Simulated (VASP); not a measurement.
# TaN in VASP: a series of runs

Runs on TaN. Level: PBEsol. Tasks: single point.

Program: VASP 6.6.1. These are calculated values, not measurements. Logs are shortened: lines on timing, memory, paths and dates and some standing lists are left out, and cuts for length are marked.

### Step 1. The cell of the first run

It takes space group P6_3/mmc (No. 194, hexagonal). The conventional cell has a = 2.851 Å, b = 2.851 Å, c = 5.860 Å, α = 90.00°, β = 90.00°, γ = 120.00°. Within 2.9 Å of Ta (site symmetry -3m) lie 6 N at 2.20 Å and 6 Ta at 2.85 Å. Within 2.9 Å of N (site symmetry -6m2) lie 6 Ta at 2.20 Å and 6 N at 2.85 Å.

### Step 2. Single point, PBEsol

Contents of INCAR:

```
  PREC = Accurate
  ENCUT = 520
  EDIFF = 1E-7
  ISMEAR = 0
  SIGMA = 0.15
  LREAL = False
  LASPH = True
  NELM = 80
  ALGO = Normal
  ISIF = 2
  LWAVE = False
  LCHARG = False
  GGA = PS
  NBANDS = 24
```

Contents of KPOINTS:

```
regular mesh
0
Gamma
  15 15 8
```

Contents of POSCAR:

```
TaN
1.0
    2.8507545421      0.0000000000      0.0000000000
   -1.4253772710      2.4688258534      0.0000000000
    0.0000000000      0.0000000000      5.8600190937
Ta N
2 2
Direct
    0.0000000000      0.0000000000      0.0000000000
    0.0000000000      0.0000000000      0.5000000000
    0.3333333333      0.6666666667      0.2500000000
    0.6666666667      0.3333333333      0.7500000000
```

Potentials or basis: VASP PAW PBE potentials, release 64 (Ta_pv, N).

On the command line:

```bash
> cat potpaw_PBE.64/Ta_pv/POTCAR potpaw_PBE.64/N/POTCAR > POTCAR
> mpirun -np 1 vasp_std > vasp.out
```

OUTCAR:

```text
PREC = Accurate
   ENCUT = 520
   EDIFF = 1E-7
   ISMEAR = 0
   LREAL = False
   LASPH = True
   NELM = 80
   ISIF = 2
   GGA = PS

 ion  position               nearest neighbor table
   1  0.000  0.000  0.000-   3 2.20   4 2.20   3 2.20   4 2.20   4 2.20   3 2.20   2 2.93   2 2.93

   2  0.000  0.000  0.500-   3 2.20   4 2.20   3 2.20   4 2.20   4 2.20   3 2.20   1 2.93   1 2.93

   3  0.333  0.667  0.250-   1 2.20   2 2.20   1 2.20   2 2.20   1 2.20   2 2.20
   4  0.667  0.333  0.750-   1 2.20   2 2.20   1 2.20   2 2.20   1 2.20   2 2.20

  LATTYP: Found a hexagonal cell.
 ALAT       =     2.8507545421
 C/A-ratio  =     2.0556028263

  Lattice vectors:

 A1 = (   2.8507545421,   0.0000000000,   0.0000000000)
 A2 = (  -1.4253772710,   2.4688258534,   0.0000000000)
 A3 = (   0.0000000000,   0.0000000000,   5.8600190937)

Analysis of symmetry for initial positions (statically):
=====================================================================
 Subroutine PRICEL returns:
 Original cell was already a primitive cell.

 Routine SETGRP: Setting up the symmetry group for a
 hexagonal supercell.

 Subroutine GETGRP returns: Found 24 space group operations
 (whereof 12 operations were pure point group operations)
 out of a pool of 24 trial point group operations.

The static configuration has the point symmetry D_3d.
 The point group associated with its full space group is D_6h.

Analysis of symmetry for dynamics (positions and initial velocities):
=====================================================================
 Subroutine PRICEL returns:
 Original cell was already a primitive cell.

 Routine SETGRP: Setting up the symmetry group for a
 hexagonal supercell.

 Subroutine GETGRP returns: Found 24 space group operations
 (whereof 12 operations were pure point group operations)
 out of a pool of 24 trial point group operations.

The dynamic configuration has the point symmetry D_3d.
 The point group associated with its full space group is D_6h.

 Subroutine INISYM returns: Found 24 space group operations
 (whereof 12 operations are pure point group operations),
 and found     1 'primitive' translations

----------------------------------------------------------------------------------------

                                     Primitive cell

  volume of cell :      41.2429

[... 85 lines left out ...]
   ICHARG =      2    charge: 1-file 2-atom 10-const
   ISPIN  =      1    spin polarized calculation?
   LNONCOLLINEAR =      F non collinear calculations
   LSORBIT =      F    spin-orbit coupling
   LASPH  =      T    aspherical Exc in radial PAW
   ENCUT  =  520.0 eV  38.22 Ry    6.18 a.u.   5.30  5.30 10.90*2*pi/ulx,y,z
   NELM   =     80;   NELMIN=  2; NELMDL= -5     # of ELM steps
   EDIFF  = 0.1E-06   stopping-criterion for ELM
   LREAL  =      F    real-space projection
   EDIFFG = 0.1E-05   stopping-criterion for IOM
   NSW    =      0    number of steps for IOM
   IBRION =     -1    ionic relax: 0-MD 1-quasi-New 2-CG
   NFREE  =      0    steps in history (QN), initial steepest desc. (CG)
   ISIF   =      2    stress and relaxation
   ISYM   =      2    0-nonsym 1-usesym 2-fastsym
   POTIM  = 0.5000    time-step for ionic-motion
   TEBEG  =    0.0;   TEEND  =   0.0 temperature during run
   PSTRESS=    0.0 pullay stress
   NELECT =      32.0000    total number of electrons
   NUPDOWN=      -1.0000    fix difference up-down
   EMIN   =  10.00;   EMAX   =-10.00  energy-range for DOS
   EFERMI =   0.00;   METHOD = LEGACY
   ISMEAR =     0;   SIGMA  =   0.15  broadening in eV -4-tet -1-fermi 0-gaus
   EFERMI_NEDOS =   21; number of points for ismear=-14 and -15
   IALGO  =     38    algorithm
   IMIX   =      4    mixing-type and parameters
     AMIX     =   0.40;   BMIX     =  1.00
     AMIX_MAG =   1.60;   BMIX_MAG =  1.00
  volume/ion in A,a.u.               =      10.31        69.58
  Fermi-wavevector in a.u.,A,eV,Ry     =   1.504325  2.842762 30.789905  2.262994
  Thomas-Fermi vector in A             =   2.615320
   LORBIT       =      0    0 simple, 1 ext, 2 COOP (PROOUT), +10 PAW based schemes
   GGA     = PS    functional components
   LHFCALC =     F    Hartree Fock is set to
   AEXX    =    0.0000 exact exchange contribution
   IVDW    =     0    specifies the selected vdW correction
   LEPSILON=     F    determine dielectric tensor
   LRPA    =     F    only Hartree local field effects (RPA)
 non-spin polarized calculation
 Gauss-broadening in eV      SIGMA  =   0.15
  energy-cutoff  :      520.00
  volume of cell :       41.24
 maximum number of plane-waves:      1132
 NGX is ok and might be reduce to    24
   NGX = 11   NGY = 11   NGZ = 21

 number of electron      31.9999997 magnetization

 Free energy of the ion-electron system (eV)
  ---------------------------------------------------
  ext. energy  EPLUGINS =         0.00000000
  ---------------------------------------------------
  free energy    TOTEN  =       -46.72425311 eV

  energy without entropy =      -46.71420223  energy(sigma->0) =      -46.71922767

 E-fermi :   8.5314     XC(G=0): -13.7520

 val. band max:        8.5122460749   @ k =   0.3333   0.3333   0.1250
 cond. band min:       8.5690491267   @ k =   0.0667   0.0667   0.2500
 fundamental gap:      0.0568030519
 Fermi energy:         8.5314476912

 k-point     1 :       0.0000    0.0000    0.0000
  band No.  band energies     occupation
      1     -27.0027      2.00000
      2     -26.1370      2.00000
      3     -25.7805      2.00000
      4     -25.7805      2.00000
      5     -25.7118      2.00000
      6     -25.7118      2.00000
[... 637 lines left out ...]
     23      15.6321      0.00000
     24      16.6813      0.00000

 [... further k-points ...]
[... 5 lines left out ...]
  --------------------------------------------------------------------------------------
  -------------------------------------------------------------------------------------
  Total        3.4402011      3.4402011      1.4542491      0.0000000     -0.0000000      0.0000000
  in kB      133.6426548    133.6426548     56.4937083      0.0000000     -0.0000000      0.0000000
  external PRESSURE =     107.9263393 kB  Pullay stress =       0.0000000 kB

 VOLUME and BASIS-vectors are now :
 -----------------------------------------------------------------------------
  energy-cutoff  :      520.00
  volume of cell :       41.24
      direct lattice vectors                 reciprocal lattice vectors
     2.850754542  0.000000000  0.000000000     0.350784322  0.202525423  0.000000000
    -1.425377271  2.468825853  0.000000000     0.000000000  0.405050846  0.000000000
     0.000000000  0.000000000  5.860019094     0.000000000  0.000000000  0.170647908

 POSITION                                       TOTAL-FORCE (eV/Angst)
 -----------------------------------------------------------------------------------
      0.00000      0.00000      0.00000         0.000000      0.000000      0.000000
      0.00000      0.00000      2.93001         0.000000      0.000000      0.000000
     -0.00000      1.64588      1.46500        -0.000000      0.000000     -0.000000
      1.42538      0.82294      4.39501         0.000000     -0.000000     -0.000000
 -----------------------------------------------------------------------------------
    total drift:                               -0.000000      0.000000      0.000000

  FREE ENERGIE OF THE ION-ELECTRON SYSTEM (eV)
  ---------------------------------------------------
  free  energy   TOTEN  =       -46.7242531094 eV

  energy  without entropy=      -46.7142022253  energy(sigma->0) =      -46.71922767
```

Run time: 1.8 min. Hardware: 1 thread of Intel Xeon Platinum 8175M at 2.50GHz (Skylake/Cascade Lake), shared host; peak memory 0.26 GiB.

What came out:

* Free energy: -46.7243 eV
* Pressure: 10.8 GPa
* Band gap on the k mesh: zero (band 16 reaches 9.11 eV, above the bottom of band 17 at 8.07 eV)

Levels at points of the mesh, in eV from the Fermi level:
| k point | band 14 | band 15 | band 16 | band 17 | band 18 | band 19 |
| --- | --- | --- | --- | --- | --- | --- |
| (0.00, 0.00, 0.00) | -1.91 | -1.91 | -0.26 | -0.26 | 0.67 | 0.67 |
| (0.00, 0.00, 0.50) | -3.90 | -0.79 | -0.79 | 1.09 | 1.09 | 1.09 |

Caveat: the PAW data sets were made with another functional, which shifts forces and pressure a little; spin-orbit coupling is left out, which moves the levels of the heavy elements.

### Step 3. Single point, PBEsol

This run uses another cell than the first one, of 10.87 Å³/atom, 1.055 times its volume.

Contents of INCAR:

```
ALGO = Normal
EDIFF = 1E-6
ENCUT = 520
GGA = PS
ISIF = 2
ISMEAR = 0
LASPH = T
LCHARG = T
LELF = T
LREAL = F
LVHAR = T
LWAVE = F
NBANDS = 24
NELM = 80
PREC = Accurate
SIGMA = 0.15
```

Contents of KPOINTS:

```
k-points
0
Gamma
  15 15 8
```

Edit POSCAR of step 2 so:

```diff
@@ -2,4 +2,4 @@
 1.0
-    2.8507545421      0.0000000000      0.0000000000
-   -1.4253772710      2.4688258534      0.0000000000
+    2.9276067472      0.0000000000      0.0000000000
+   -1.4638033736      2.5353818154      0.0000000000
     0.0000000000      0.0000000000      5.8600190937
```

Potentials or basis: VASP PAW PBE potentials, release 64 (Ta_pv, N).

On the command line:

```bash
> cat potpaw_PBE.64/Ta_pv/POTCAR potpaw_PBE.64/N/POTCAR > POTCAR
> mpirun -np 1 vasp_std > vasp.out
```

OUTCAR:

```text
EDIFF = 1E-6
   ENCUT = 520
   GGA = PS
   ISIF = 2
   ISMEAR = 0
   LASPH = T
   LREAL = F
   NELM = 80
   PREC = Accurate

 ion  position               nearest neighbor table
   1  0.000  0.000  0.000-   3 2.24   4 2.24   4 2.24   3 2.24   4 2.24   3 2.24   2 2.93   2 2.93

   2  0.000  0.000  0.500-   3 2.24   4 2.24   4 2.24   3 2.24   4 2.24   3 2.24   1 2.93   1 2.93

   3  0.333  0.667  0.250-   1 2.24   2 2.24   1 2.24   2 2.24   1 2.24   2 2.24
[... 846 lines left out ...]
     24      15.6300      0.00000

 [... further k-points ...]
[... 5 lines left out ...]
  --------------------------------------------------------------------------------------
  -------------------------------------------------------------------------------------
  Total       -2.6109360     -2.6109360     -0.8534891      0.0000000      0.0000000      0.0000000
  in kB      -96.1726698    -96.1726698    -31.4378923      0.0000000      0.0000000      0.0000000
  external PRESSURE =     -74.5944106 kB  Pullay stress =       0.0000000 kB

 VOLUME and BASIS-vectors are now :
 -----------------------------------------------------------------------------
  energy-cutoff  :      520.00
  volume of cell :       43.50
      direct lattice vectors                 reciprocal lattice vectors
     2.927606747  0.000000000  0.000000000     0.341575931  0.197208956  0.000000000
    -1.463803374  2.535381815  0.000000000     0.000000000  0.394417911  0.000000000
     0.000000000  0.000000000  5.860019094     0.000000000  0.000000000  0.170647908

 POSITION                                       TOTAL-FORCE (eV/Angst)
 -----------------------------------------------------------------------------------
      0.00000      0.00000      0.00000         0.000000      0.000000     -0.000000
      0.00000      0.00000      2.93001         0.000000      0.000000     -0.000000
     -0.00000      1.69025      1.46500        -0.000000      0.000000      0.000000
      1.46380      0.84513      4.39501         0.000000      0.000000      0.000000
 -----------------------------------------------------------------------------------
    total drift:                               -0.000000      0.000000      0.000000

  FREE ENERGIE OF THE ION-ELECTRON SYSTEM (eV)
  ---------------------------------------------------
  free  energy   TOTEN  =       -46.7446842700 eV

  energy  without entropy=      -46.7322563484  energy(sigma->0) =      -46.73847031
```

It took 1.8 min on 1 thread of Intel Xeon Platinum 8175M at 2.50GHz (Skylake/Cascade Lake), shared host; peak memory 0.26 GiB.

Results:

```yaml
Free_energy: -46.7447 eV
Pressure: -7.5 GPa
Band_gap_on_the_k_mesh: zero (band 16 reaches 8.57 eV, above the bottom of band 17 at 7.63 eV)
```

Caveat: the PAW data sets were made with another functional, which shifts forces and pressure a little; spin-orbit coupling is left out, which moves the levels of the heavy elements.

(Continued in part 2 of 2.)
